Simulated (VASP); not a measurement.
# LiTa2H2 (P-3m1) in VASP: a series of runs, part 2 of 2

VASP 6.6.1.

## 3. Relaxation of cell and atoms, PBE

This run uses another cell than the first one, of 12.89 Å³/atom, 1.003 times its volume.

Input file INCAR:

```
ALGO     = Normal         # electronic algorithm
EDIFF    = 1E-6           # SCF threshold, eV
EDIFFG   = -0.01          # ionic threshold
ENCUT    = 600            # plane-wave cutoff, eV
GGA      = PE             # functional
IBRION   = 2              # ionic algorithm
ISIF     = 3              # what is computed and relaxed
ISMEAR   = 0              # smearing method
LASPH    = T              # aspherical terms in the spheres
LCHARG   = F              # write CHGCAR
LREAL    = F              # projectors in reciprocal space
LWAVE    = F              # write WAVECAR
NELM     = 100            # most SCF steps
NSW      = 100            # ionic steps
PREC     = Accurate       # precision mode
SIGMA    = 0.1            # smearing width, eV
```

Input file KPOINTS:

```
k-points
0
Gamma
  12 12 6
```

Input file POSCAR:

```
LiTa2H2
1.0
    3.3940543750      0.0000000000      0.0000000000
   -1.6970271875      2.9393373106      0.0000000000
    0.0000000000      0.0000000000      6.4614692192
Li Ta H
1 2 2
Direct
    0.0000000000      0.0000000000      0.0000000000
    0.3333333333      0.6666666667      0.6442313240
    0.6666666667      0.3333333333      0.3557686760
    0.3333333333      0.6666666667      0.3346951345
    0.6666666667      0.3333333333      0.6653048655
```

Potentials or basis: VASP PAW PBE potentials, release 64 (Li_sv, Ta_pv, H).

On the command line:

```sh
$ cat potpaw_PBE.64/Li_sv/POTCAR potpaw_PBE.64/Ta_pv/POTCAR potpaw_PBE.64/H/POTCAR > POTCAR
$ mpirun -np 1 vasp_std > vasp.out
```

It took 9.4 min on 1 thread of AMD EPYC 7R43 (Zen 3), shared host; peak memory 0.26 GiB.

Results (log left out):

```yaml
Free_energy: -30.8769 eV
Relaxed_volume: 12.87 Å³/atom
Relaxed_cell: a = 3.405 Å, b = 3.405 Å, c = 6.409 Å, α = 90.00°, β = 90.00°, γ = 120.00°
Space_group_after_relaxing_to_0.05_Å: P-3m1 (No. 164)
Energy_gained_by_relaxing: 0.3 meV/atom
Ionic_steps: 9
Pressure_after_relaxing: 0.0 GPa
Largest_force_after_relaxing: 0.008 eV/Å
```

Forces on the atoms (eV/Å):
```
Li   0.000  0.000  0.000
Ta   0.000  0.000 -0.006
Ta   0.000  0.000  0.006
H    0.000  0.000 -0.008
H    0.000  0.000  0.008
```

Step by step:
```
step  energy change (eV)  largest force (eV/Å)  pressure (GPa)  volume (Å³)
   1              0.0000                0.0150            0.18        64.46
   2             -0.0007                0.0010           -0.04        64.60
   3             -0.0009                0.0077           -0.17        64.69
   4             -0.0010                0.0408            0.01        64.57
   5             -0.0010                0.0465            0.03        64.55
   6             -0.0011                0.0357            0.04        64.50
   7             -0.0012                0.0110            0.00        64.40
   8             -0.0012                0.0377           -0.05        64.21
   9             -0.0013                0.0078           -0.02        64.33
```

Final structure:
```
Li Ta H
1.0
     3.40453    0.00000    0.00000
    -1.70227    2.94841    0.00000
     0.00000    0.00000    6.40913
Li Ta H
1 2 2
Direct
  0.00000 0.00000 0.00000
  0.33333 0.66667 0.64496
  0.66667 0.33333 0.35504
  0.33333 0.66667 0.33459
  0.66667 0.33333 0.66541
```

Levels at points of the mesh, in eV from the Fermi level:
| k point | band 11 | band 12 | band 13 | band 14 | band 15 | band 16 | band 17 |
| --- | --- | --- | --- | --- | --- | --- | --- |
| (0.00, 0.00, 0.00) | -1.26 | -1.26 | -1.24 | -1.24 | -0.73 | 2.40 | 2.40 |
| (0.50, 0.00, 0.00) | -1.96 | -1.55 | -0.85 | 0.30 | 1.66 | 1.76 | 2.59 |
| (0.00, 0.00, 0.50) | -1.27 | -1.27 | -1.27 | -1.27 | 1.32 | 2.50 | 2.50 |
| (0.50, 0.00, 0.50) | -2.19 | -1.73 | -0.76 | 0.00 | 1.28 | 2.24 | 2.79 |

Caveat: the cutoff is under 1.25 times the usual one of these potentials, so pressure, stress and relaxed cells hold a basis-set (Pulay) error; spin-orbit coupling is left out, which moves the levels of the heavy elements.

## 4. Single point, PBE

This run uses another cell than the first one, of 12.89 Å³/atom, 1.003 times its volume.

Input file INCAR:

```
SYSTEM = LiTa2H2
PREC = Accurate ; ENCUT = 520
EDIFF = 1E-6 ; ISMEAR = 0
SIGMA = 0.1 ; LREAL = .False.
LASPH = .True. ; NELM = 100
ALGO = Normal ; ISIF = 2
LWAVE = .False. ; LCHARG = .True.
GGA = PE ; LELF = .True.
LVHAR = .True. ; NBANDS = 22
```

Input file KPOINTS:

```
Automatic mesh
0
Gamma
  6 6 4
  0 0 0
```

POSCAR is that of step 3.

On the command line:

```sh
$ cat potpaw_PBE.64/Li_sv/POTCAR potpaw_PBE.64/Ta_pv/POTCAR potpaw_PBE.64/H/POTCAR > POTCAR
$ mpirun -np 1 vasp_std > vasp.out
```

Wall time 36 s (1 thread of AMD EPYC 7R43 (Zen 3), shared host); peak memory 0.17 GiB.

The run converged. Its results:

* Free energy: -30.8969 eV
* Largest force: 0.041 eV/Å

Forces on the atoms (eV/Å):
```
Li   0.000  0.000  0.000
Ta   0.000  0.000  0.041
Ta   0.000  0.000 -0.041
H    0.000  0.000 -0.012
H    0.000  0.000  0.012
```

Levels at points of the mesh, in eV from the Fermi level:
```csv
k point,band 10,band 11,band 12,band 13,band 14,band 15,band 16,band 17,band 18,band 19
"(0.00, 0.00, 0.00)",-2.03,-1.42,-1.42,-1.39,-1.39,-0.91,2.25,2.25,2.55,3.56
"(0.50, 0.00, 0.00)",-3.36,-2.11,-1.69,-0.99,0.20,1.49,1.61,2.47,2.64,3.73
"(0.00, 0.00, 0.50)",-3.25,-1.43,-1.43,-1.41,-1.41,1.10,2.33,2.33,2.50,3.64
"(0.50, 0.00, 0.50)",-3.52,-2.31,-1.86,-0.90,-0.11,1.13,2.16,2.65,3.24,3.79
```

Caveat: the cutoff is under 1.25 times the usual one of these potentials, so pressure, stress and relaxed cells hold a basis-set (Pulay) error; spin-orbit coupling is left out, which moves the levels of the heavy elements.

## 5. Relaxation of cell and atoms, PBE

This run uses another cell than the first one, of 13.74 Å³/atom, 1.069 times its volume.

Input file INCAR:

```
ALGO = Normal
EDIFF = 1E-6
EDIFFG = -0.04
ENCUT = 600
GGA = PE
IBRION = 2
ISIF = 3
ISMEAR = 0
LASPH = True
LCHARG = False
LREAL = False
LWAVE = False
NELM = 100
NSW = 90
PREC = Accurate
SIGMA = 0.1
```

Input file KPOINTS:

```
k-points
0
Gamma
  6 6 4
```

Input file POSCAR:

```
LiTa2H2
1.0
    3.6915465000      0.0000000000      0.0000000000
   -1.8457732500      3.1969730400      0.0000000000
    0.0000000000      0.0000000000      5.8196561600
Li Ta H
1 2 2
Direct
    0.0000000000      0.0000000000      0.0000000000
    0.3333333300      0.6666666700      0.6442000300
    0.6666666700      0.3333333300      0.3557999700
    0.3333333300      0.6666666700      0.2601999900
    0.6666666700      0.3333333300      0.7398000100
```

On the command line:

```sh
$ cat potpaw_PBE.64/Li_sv/POTCAR potpaw_PBE.64/Ta_pv/POTCAR potpaw_PBE.64/H/POTCAR > POTCAR
$ mpirun -np 1 vasp_std > vasp.out
```

It took 16 min on 1 thread of AMD EPYC 7R43 (Zen 3), shared host; peak memory 0.2 GiB.

It converged, with:

```
Free energy                            : -32.5701 eV
Relaxed volume                         : 11.34 Å³/atom
Relaxed cell                           : a = 2.938 Å, b = 2.938 Å, c = 7.586 Å, α = 90.00°, β = 90.00°, γ = 120.00°
Space group after relaxing (to 0.05 Å) : P-3m1 (No. 164)
Energy gained by relaxing              : 499.1 meV/atom
Ionic steps                            : 37
Pressure after relaxing                : 0.0 GPa
Largest force after relaxing           : 0.037 eV/Å
```

Forces in eV/Å, atoms in the order of the input:
```
Li   0.000  0.000  0.000
Ta   0.000  0.000  0.006
Ta   0.000  0.000 -0.006
H    0.000  0.000 -0.037
H    0.000  0.000  0.037
```

Stress tensor (GPa, compression positive):
```
-0.04  0.00  0.00
 0.00 -0.04  0.00
 0.00  0.00  0.23
```

The path:
| step | energy change (eV) | largest force (eV/Å) | pressure (GPa) | volume (Å³) |
| --- | --- | --- | --- | --- |
| 1 | 0.0000 | 0.6790 | -10.12 | 68.68 |
| 2 | -0.4316 | 1.6061 | 1.85 | 60.37 |
| 3 | -0.4376 | 1.7843 | 3.80 | 59.44 |
| 4 | -0.6403 | 0.5664 | 3.42 | 57.05 |
| 5 | -0.6494 | 0.1560 | 3.22 | 57.41 |
| 6 | -0.6862 | 0.4949 | 0.00 | 59.10 |
| 7 | -0.6958 | 0.8427 | -3.36 | 61.12 |
| 8 | -0.7113 | 0.7814 | -3.55 | 61.51 |
| 9 | -0.7515 | 0.5564 | -3.96 | 62.69 |
| 10 | -0.7986 | 0.1083 | -4.42 | 65.01 |
| 11 | -0.7564 | 1.2247 | -4.22 | 69.59 |
| 12 | -0.8077 | 0.3445 | -4.29 | 66.45 |
| 13 | -0.8772 | 0.4584 | -2.35 | 65.84 |
| 14 | -0.9353 | 0.8709 | 1.82 | 64.66 |
| 15 | -0.9380 | 1.0986 | 3.32 | 64.28 |
| 16 | -1.0254 | 1.0025 | 2.76 | 64.60 |
| 17 | -1.3331 | 2.0398 | 1.12 | 65.29 |
| 18 | -1.7308 | 0.6171 | 1.67 | 65.47 |
| 19 | -1.8395 | 1.3694 | 0.15 | 65.58 |
| 20 | -1.8591 | 0.9139 | 0.30 | 65.58 |
| 21 | -1.9378 | 0.5755 | -1.96 | 65.80 |
| 22 | -1.9773 | 0.5704 | -5.13 | 66.17 |
| 23 | -2.0217 | 0.5967 | -4.70 | 65.45 |
| 24 | -2.1326 | 0.6907 | -3.21 | 63.31 |
| 25 | -2.2171 | 0.9875 | 0.98 | 59.05 |
| 26 | -2.2888 | 0.6614 | 0.83 | 58.72 |
| 27 | -2.3436 | 0.6883 | 1.21 | 57.93 |
| 28 | -2.3989 | 0.6332 | 0.28 | 57.95 |
| 29 | -2.4707 | 0.5312 | -2.19 | 57.98 |
| 30 | -2.4923 | 0.1731 | -0.30 | 57.08 |
| 31 | -2.4931 | 0.0849 | 0.20 | 56.86 |
| 32 | -2.4942 | 0.0340 | -0.06 | 56.91 |
| 33 | -2.4945 | 0.0605 | -0.48 | 56.98 |
| 34 | -2.4946 | 0.0367 | -0.34 | 56.96 |
| 35 | -2.4950 | 0.0416 | -0.07 | 56.81 |
| 36 | -2.4951 | 0.0438 | 0.09 | 56.73 |
| 37 | -2.4953 | 0.0373 | 0.05 | 56.72 |

Final structure:
```yaml
crystal:
  lattice:
    - [2.93840, 0.00000, 0.00000]
    - [-1.46920, 2.54473, 0.00000]
    - [0.00000, 0.00000, 7.58560]
  atoms:
    - { symbol: Li, position: [0.00000, 0.00000, 0.00000] }
    - { symbol: Ta, position: [0.33333, 0.66667, 0.66439] }
    - { symbol: Ta, position: [0.66667, 0.33333, 0.33561] }
    - { symbol: H, position: [0.33333, 0.66667, 0.18685] }
    - { symbol: H, position: [0.66667, 0.33333, 0.81315] }
```

Levels at points of the mesh, in eV from the Fermi level:
| k point | band 11 | band 12 | band 13 | band 14 | band 15 | band 16 |
| --- | --- | --- | --- | --- | --- | --- |
| (0.00, 0.00, 0.00) | -2.64 | -0.88 | 0.48 | 0.48 | 0.81 | 0.81 |
| (0.50, 0.00, 0.00) | -3.05 | -1.41 | -0.67 | 0.94 | 1.23 | 1.70 |
| (0.00, 0.00, 0.50) | -2.96 | -0.71 | 0.48 | 0.48 | 0.80 | 0.80 |
| (0.50, 0.00, 0.50) | -3.11 | -1.49 | -0.43 | 0.23 | 1.30 | 2.77 |

Caveat: the cutoff is under 1.25 times the usual one of these potentials, so pressure, stress and relaxed cells hold a basis-set (Pulay) error; the volume moved by over 15 % at a fixed basis, so the end points are rough; spin-orbit coupling is left out, which moves the levels of the heavy elements.

## 6. The runs side by side

```tsv
task	cell	k mesh	cutoff (eV)	gap on the mesh (eV)	pressure (GPa)	relaxed volume (Å³/atom)	largest force (eV/Å)
single point	a = 3.403, b = 3.403, c = 6.409 Å, angles 90.0, 90.0, 120.0°, 5 atoms	12 × 12 × 6	520	none	-	-	0.01
relaxation of cell and atoms	relaxed from a = 3.394, b = 3.394, c = 6.461 Å, angles 90.0, 90.0, 120.0°, 5 atoms	12 × 12 × 6	600	none	0.0	12.87	0.01
single point	a = 3.394, b = 3.394, c = 6.461 Å, angles 90.0, 90.0, 120.0°, 5 atoms	6 × 6 × 4	520	none	-	-	0.04
relaxation of cell and atoms	relaxed from a = 3.692, b = 3.692, c = 5.820 Å, angles 90.0, 90.0, 120.0°, 5 atoms	6 × 6 × 4	600	none	0.0	11.34	0.04
```

Alike in all rows: level PBE; potentials or basis VASP PAW PBE potentials, release 64 (Li_sv, Ta_pv, H); no spin polarisation; smearing gaussian 0.1 eV.

Caveats: the cutoff is under 1.25 times the usual one of these potentials, so pressure, stress and relaxed cells hold a basis-set (Pulay) error; spin-orbit coupling is left out, which moves the levels of the heavy elements; the volume moved by over 15 % at a fixed basis, so the end points are rough (some runs).

Absolute energies hang on the potentials; compare differences alone.
